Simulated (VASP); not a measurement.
# Ir in VASP: relaxation of the atoms with PBE

Aim: the relaxation of the atoms of Ir with PBE.

Everything below comes from runs of VASP 6.6.1. Logs are shortened: lines on timing, memory, paths and dates and some standing lists are left out, and cuts for length are marked.

### 1 The cell of the first run

The cell holds a slab with vacuum, 6 atoms: a = 2.715 Å, b = 2.715 Å, c = 29.598 Å, α = 90.00°, β = 90.00°, γ = 90.00°.

### 2 Relaxation of the atoms, PBE

The input, INCAR:

```
SYSTEM = Ir
PREC     = Accurate       ! precision mode
ENCUT    = 520            ! plane-wave cutoff, eV
EDIFF    = 1E-6           ! SCF threshold, eV
ISMEAR   = 0              ! smearing method
SIGMA    = 0.1            ! smearing width, eV
LREAL    = .FALSE.        ! projectors in reciprocal space
LASPH    = .TRUE.         ! aspherical terms in the spheres
NELM     = 80             ! most SCF steps
ALGO     = Normal         ! electronic algorithm
ISIF     = 2              ! what is computed and relaxed
LWAVE    = .FALSE.        ! write WAVECAR
LCHARG   = .FALSE.        ! write CHGCAR
LDIPOL   = .TRUE.       
IDIPOL   = 3            
DIPOL    = 0.5 0.5 0.500
GGA      = PE             ! functional
IBRION   = 2              ! ionic algorithm
NSW      = 60             ! ionic steps
EDIFFG   = -0.04          ! ionic threshold
```

The input, KPOINTS:

```
regular mesh
0
G
  9 9 1
  0 0 0
```

The input, POSCAR:

```
Ir
1.0
    2.7148657800      0.0000000000      0.0000000000
    0.0000000000      2.7148657800      0.0000000000
    0.0000000000      0.0000000000     29.5984999780
Ir
6
Selective dynamics
Direct
    0.5000000000      0.5000000000      0.3378549591  F F F
    0.0000000000      0.0000000000      0.4027129773  F F F
    0.5000000000      0.5000000000      0.4675709956  F F F
    0.0000000000      0.0000000000      0.5324290044  T T T
    0.5000000000      0.5000000000      0.5972870227  T T T
    0.0000000000      0.0000000000      0.6621450409  T T T
```

Potentials or basis: VASP PAW PBE potentials, release 64 (Ir).

On the command line:

```bash
> cat potpaw_PBE.64/Ir/POTCAR > POTCAR
> mpirun -np 1 vasp_std > vasp.out
```

OUTCAR:

```text
SYSTEM = Ir
   PREC = Accurate
   ENCUT = 520
   EDIFF = 1E-6
   ISMEAR = 0
   LREAL = .FALSE.
   LASPH = .TRUE.
   NELM = 80
   ISIF = 2
   GGA = PE
   IBRION = 2
   NSW = 60
   EDIFFG = -0.04

 ion  position               nearest neighbor table
   1  0.500  0.500  0.338-   2 2.71   2 2.71   2 2.71   2 2.71
   2  0.000  0.000  0.403-   1 2.71   1 2.71   1 2.71   1 2.71   3 2.71   3 2.71   3 2.71   3 2.71

   3  0.500  0.500  0.468-   4 2.71   4 2.71   4 2.71   4 2.71   2 2.71   2 2.71   2 2.71   2 2.71

   4  0.000  0.000  0.532-   3 2.71   3 2.71   3 2.71   3 2.71   5 2.71   5 2.71   5 2.71   5 2.71

   5  0.500  0.500  0.597-   6 2.71   6 2.71   6 2.71   6 2.71   4 2.71   4 2.71   4 2.71   4 2.71

   6  0.000  0.000  0.662-   5 2.71   5 2.71   5 2.71   5 2.71

  LATTYP: Found a simple tetragonal cell.
 ALAT       =     2.7148657800
 C/A-ratio  =    10.9023805877

  Lattice vectors:

 A1 = (   2.7148657800,   0.0000000000,   0.0000000000)
 A2 = (   0.0000000000,   2.7148657800,   0.0000000000)
 A3 = (   0.0000000000,   0.0000000000,  29.5984999780)

Analysis of symmetry for initial positions (statically):
=====================================================================
 Subroutine PRICEL returns:
 Original cell was already a primitive cell.

 Routine SETGRP: Setting up the symmetry group for a
 simple tetragonal supercell.

 Subroutine GETGRP returns: Found 16 space group operations
 (whereof  8 operations were pure point group operations)
 out of a pool of 16 trial point group operations.

The static configuration has the point symmetry C_4v.
 The point group associated with its full space group is D_4h.

Analysis of symmetry for dynamics (positions and initial velocities):
=====================================================================
 Subroutine PRICEL returns:
 Original cell was already a primitive cell.

 Routine SETGRP: Setting up the symmetry group for a
 simple tetragonal supercell.

 Subroutine GETGRP returns: Found 16 space group operations
 (whereof  8 operations were pure point group operations)
 out of a pool of 16 trial point group operations.

The dynamic configuration has the point symmetry C_4v.
 The point group associated with its full space group is D_4h.

Analysis of constrained symmetry for selective dynamics:
=====================================================================
 Subroutine PRICEL returns:
 Original cell was already a primitive cell.

 Routine SETGRP: Setting up the symmetry group for a
 simple tetragonal supercell.

 Subroutine GETGRP returns: Found  8 space group operations
 (whereof  8 operations were pure point group operations)
 out of a pool of 16 trial point group operations.

The constrained configuration has the point symmetry C_4v.

 Subroutine INISYM returns: Found  8 space group operations
 (whereof  8 operations are pure point group operations),
 and found     1 'primitive' translations

----------------------------------------------------------------------------------------

                                     Primitive cell

  volume of cell :     218.1556

  direct lattice vectors                    reciprocal lattice vectors
     2.714865780  0.000000000  0.000000000     0.368342335  0.000000000  0.000000000
     0.000000000  2.714865780  0.000000000     0.000000000  0.368342335  0.000000000
     0.000000000  0.000000000 29.598499978     0.000000000  0.000000000  0.033785496

  length of vectors
     2.714865780  2.714865780 29.598499978     0.368342335  0.368342335  0.033785496

  position of ions in fractional coordinates (direct lattice)
     0.500000000  0.500000000  0.337854959
     0.000000000  0.000000000  0.402712977
     0.500000000  0.500000000  0.467570996
     0.000000000  0.000000000  0.532429004
     0.500000000  0.500000000  0.597287023
     0.000000000  0.000000000  0.662145041

[... 37 lines left out ...]
  0.000000  0.000000  0.000000      1.000000
  0.111111  0.000000  0.000000      4.000000
  0.222222  0.000000  0.000000      4.000000
  0.333333  0.000000  0.000000      4.000000
  0.444444  0.000000  0.000000      4.000000
  0.111111  0.111111  0.000000      4.000000
  0.222222  0.111111  0.000000      8.000000
  0.333333  0.111111  0.000000      8.000000
  0.444444  0.111111  0.000000      8.000000
  0.222222  0.222222  0.000000      4.000000
  0.333333  0.222222  0.000000      8.000000
  0.444444  0.222222  0.000000      8.000000
  0.333333  0.333333  0.000000      4.000000
  0.444444  0.333333  0.000000      8.000000
  0.444444  0.444444  0.000000      4.000000
   k-points           NKPTS =     15   k-points in BZ     NKDIM =     15   number of bands    NBANDS=     32
   number of dos      NEDOS =    301   number of ions     NIONS =      6
   total plane-waves  NPLWV =  89600
   dimension x,y,z NGX =    20 NGY =   20 NGZ =  224
   dimension x,y,z NGXF=    40 NGYF=   40 NGZF=  448
   ions per type =               6
   NGX,Y,Z   is equivalent  to a cutoff of  12.25, 12.25, 12.58 a.u.
   NGXF,Y,Z  is equivalent  to a cutoff of  24.49, 24.49, 25.16 a.u.
 SYSTEM =  Ir
   PREC   = accura    normal or accurate (medium, high low for compatibility)
   ISTART =      0    job   : 0-new  1-cont  2-samecut
   ICHARG =      2    charge: 1-file 2-atom 10-const
   ISPIN  =      1    spin polarized calculation?
   LNONCOLLINEAR =      F non collinear calculations
   LSORBIT =      F    spin-orbit coupling
   LASPH  =      T    aspherical Exc in radial PAW
   ENCUT  =  520.0 eV  38.22 Ry    6.18 a.u.   5.05  5.05 55.03*2*pi/ulx,y,z
   NELM   =     80;   NELMIN=  2; NELMDL= -5     # of ELM steps
   EDIFF  = 0.1E-05   stopping-criterion for ELM
   LREAL  =      F    real-space projection
   EDIFFG = -.4E-01   stopping-criterion for IOM
   NSW    =     60    number of steps for IOM
   IBRION =      2    ionic relax: 0-MD 1-quasi-New 2-CG
   NFREE  =      1    steps in history (QN), initial steepest desc. (CG)
   ISIF   =      2    stress and relaxation
   ISYM   =      2    0-nonsym 1-usesym 2-fastsym
   POTIM  = 0.5000    time-step for ionic-motion
   TEBEG  =    0.0;   TEEND  =   0.0 temperature during run
   PSTRESS=    0.0 pullay stress
   NELECT =      54.0000    total number of electrons
   NUPDOWN=      -1.0000    fix difference up-down
   EMIN   =  10.00;   EMAX   =-10.00  energy-range for DOS
   EFERMI =   0.00;   METHOD = LEGACY
   ISMEAR =     0;   SIGMA  =   0.10  broadening in eV -4-tet -1-fermi 0-gaus
   EFERMI_NEDOS =   21; number of points for ismear=-14 and -15
   IALGO  =     38    algorithm
   IMIX   =      4    mixing-type and parameters
     AMIX     =   0.40;   BMIX     =  1.00
     AMIX_MAG =   1.60;   BMIX_MAG =  1.00
  volume/ion in A,a.u.               =      36.36       245.36
  Fermi-wavevector in a.u.,A,eV,Ry     =   1.027899  1.942448 14.375605  1.056577
  Thomas-Fermi vector in A             =   2.161868
   LORBIT       =      0    0 simple, 1 ext, 2 COOP (PROOUT), +10 PAW based schemes
   GGA     = PE    functional components
   LHFCALC =     F    Hartree Fock is set to
   AEXX    =    0.0000 exact exchange contribution
   IVDW    =     0    specifies the selected vdW correction
   LEPSILON=     F    determine dielectric tensor
   LRPA    =     F    only Hartree local field effects (RPA)
 conjugate gradient relaxation of ions
 non-spin polarized calculation
 Gauss-broadening in eV      SIGMA  =   0.10
  energy-cutoff  :      520.00
  volume of cell :      218.16
 maximum number of plane-waves:      5919
   NGX = 11   NGY = 11   NGZ =111

--------------------------------------- Ionic step        1  -------------------------------------------

 number of electron      53.9999987 magnetization

 Free energy of the ion-electron system (eV)
  ---------------------------------------------------
  ext. energy  EPLUGINS =         0.00000000
  ---------------------------------------------------
  free energy    TOTEN  =       -50.42078556 eV

  energy without entropy =      -50.39749474  energy(sigma->0) =      -50.40914015

------------------------ aborting loop because EDIFF is reached ----------------------------------------

  FORCE on cell =-STRESS in cart. coord.  units (eV):
  Direction    XX          YY          ZZ          XY          YZ          ZX
  --------------------------------------------------------------------------------------
  -------------------------------------------------------------------------------------
  Total       -0.5921661     -0.5921661     -0.4508362      0.0000000      0.0000000      0.0000000
  in kB       -4.3489832     -4.3489832     -3.3110286      0.0000000      0.0000000      0.0000000
  external PRESSURE =      -4.0029983 kB  Pullay stress =       0.0000000 kB
[... 141 lines left out ...]
  FREE ENERGIE OF THE ION-ELECTRON SYSTEM (eV)
  ---------------------------------------------------
  free  energy   TOTEN  =       -50.4599784189 eV

  energy  without entropy=      -50.4357096490  energy(sigma->0) =      -50.44784403

 dipolmoment           0.000000      0.000000     -0.000034 electrons x Angstroem

--------------------------------------- Ionic step        5  -------------------------------------------

 number of electron      53.9999989 magnetization

------------------------ aborting loop because EDIFF is reached ----------------------------------------
[... 115 lines left out ...]
--------------------------------------- Ionic step        8  -------------------------------------------

 number of electron      53.9999989 magnetization

 dipolmoment           0.000000      0.000000      0.000468 electrons x Angstroem

 Free energy of the ion-electron system (eV)
  ---------------------------------------------------
  ext. energy  EPLUGINS =         0.00000000
  ---------------------------------------------------
  free energy    TOTEN  =       -50.46298138 eV

  energy without entropy =      -50.43874742  energy(sigma->0) =      -50.45086440

 E-fermi :   0.5782     XC(G=0):  -6.1602

 val. band max:        0.5687018369   @ k =   0.3333   0.1111   0.0000
 cond. band min:       0.5846065620   @ k =   0.3333   0.3333   0.0000
 fundamental gap:      0.0159047250
 Fermi energy:         0.5781826607

 k-point     1 :       0.0000    0.0000    0.0000
  band No.  band energies     occupation
      1      -9.9810      2.00000
      2      -9.0069      2.00000
      3      -7.5965      2.00000
      4      -7.0118      2.00000
      5      -6.4087      2.00000
      6      -6.3981      2.00000
[... 514 lines left out ...]
     31       2.8641      0.00000
     32       4.7655      0.00000

------------------------ aborting loop because EDIFF is reached ----------------------------------------

 vacuum level on the upper side and lower side of the slab       (xc-potential included)        -0.059        -0.071

  FORCE on cell =-STRESS in cart. coord.  units (eV):
  Direction    XX          YY          ZZ          XY          YZ          ZX
  --------------------------------------------------------------------------------------
  -------------------------------------------------------------------------------------
  Total       -0.5255784     -0.5255784     -0.9353514      0.0000000      0.0000000      0.0000000
  in kB       -3.8599496     -3.8599496     -6.8694027      0.0000000      0.0000000      0.0000000
  external PRESSURE =      -4.8631006 kB  Pullay stress =       0.0000000 kB
[... 21 lines left out ...]
  FREE ENERGIE OF THE ION-ELECTRON SYSTEM (eV)
  ---------------------------------------------------
  free  energy   TOTEN  =       -50.4629813796 eV

  energy  without entropy=      -50.4387474163  energy(sigma->0) =      -50.45086440

 reached required accuracy - stopping structural energy minimisation

 vacuum level on the upper side and lower side of the slab         6.084         6.070
```

Run time: 20 min. Hardware: 1 thread of Intel Xeon Platinum 8259CL at 2.50GHz (Skylake/Cascade Lake), shared host; peak memory 0.34 GiB.

Results:

- Free energy: -50.4630 eV
- Energy gained by relaxing: 7.0 meV/atom
- Ionic steps: 8
- Band gap on the k mesh: zero (bands 27 and 28 overlap by 2.00 eV)

The path:
```tsv
step	energy change (eV)	largest force on free atoms (eV/Å)	pressure (GPa)
1	0.0000	1.0270	-0.40
2	-0.0367	0.2618	0.02
3	-0.0369	0.2600	-0.02
4	-0.0392	0.1028	-0.05
5	-0.0395	0.1149	-0.06
6	-0.0404	0.0871	-0.15
7	-0.0421	0.0422	-0.40
8	-0.0422	0.0323	-0.49
```

Final structure:
```xyz
6
Lattice="2.7149 0.0000 0.0000 0.0000 2.7149 0.0000 0.0000 0.0000 29.5985" Properties=species:S:1:pos:R:3 pbc="T T T"
Ir    1.3574    1.3574   10.0000
Ir    0.0000    0.0000   11.9197
Ir    1.3574    1.3574   13.8394
Ir    0.0000    2.7149   15.7983
Ir    1.3574    1.3574   17.7525
Ir    0.0000    0.0000   19.6035
```

Caveat: spin-orbit coupling is left out, which moves the levels of the heavy elements.
